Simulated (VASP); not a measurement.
## MgZr2N: single point with PBE

The system is MgZr2N.

```
Mg Zr N
1.0
     3.26876    0.00000    0.00000
    -1.63438    2.83082    0.00000
     0.00000    0.00000   10.08550
Mg Zr N
1 2 1
Direct
  0.00000 0.00000 0.50000
  0.00000 0.00000 0.81283
  0.00000 0.00000 0.18717
  0.00000 0.00000 0.00000
```

| Item | Value |
| --- | --- |
| Program | VASP 6.6.1 |
| Task | single point |
| Functional | PBE |
| Potentials or basis | VASP PAW PBE potentials, release 64 (Mg, Zr_sv, N) |
| Cutoff | 520 eV |
| k mesh | 18 × 18 × 6 |
| Occupations | gaussian, width 0.1 eV |
| Spin | no spin polarisation |

```yaml
Pressure: 0.1 GPa
Largest_force: 0.072 eV/Å
```

Forces on the atoms (eV/Å):
```
Mg   0.000  0.000  0.000
Zr   0.000  0.000 -0.072
Zr   0.000  0.000  0.072
N    0.000  0.000  0.000
```

Stress tensor (GPa, compression positive):
```
-0.05  0.00  0.00
 0.00 -0.05  0.00
 0.00  0.00  0.39
```

Levels at points of the mesh, in eV from the Fermi level:
```tsv
k point	band 12	band 13	band 14	band 15	band 16	band 17	band 18	band 19	band 20	band 21
(0.00, 0.00, 0.00)	-3.02	-2.87	-0.96	-0.96	0.04	1.41	1.41	1.49	1.49	2.73
(0.50, 0.00, 0.00)	-1.70	-1.53	-1.46	-0.99	-0.33	-0.30	2.63	2.84	2.91	2.97
(0.00, 0.00, 0.50)	-3.03	-2.40	-1.10	-0.96	-0.96	1.41	1.41	1.49	1.49	3.62
(0.50, 0.00, 0.50)	-1.60	-1.56	-1.53	-1.33	0.21	0.57	1.42	1.94	2.88	3.49
```

Wall time 4.9 min on 1 thread of Intel Xeon 6975P-C, on a shared host, peak memory 0.45 GiB.
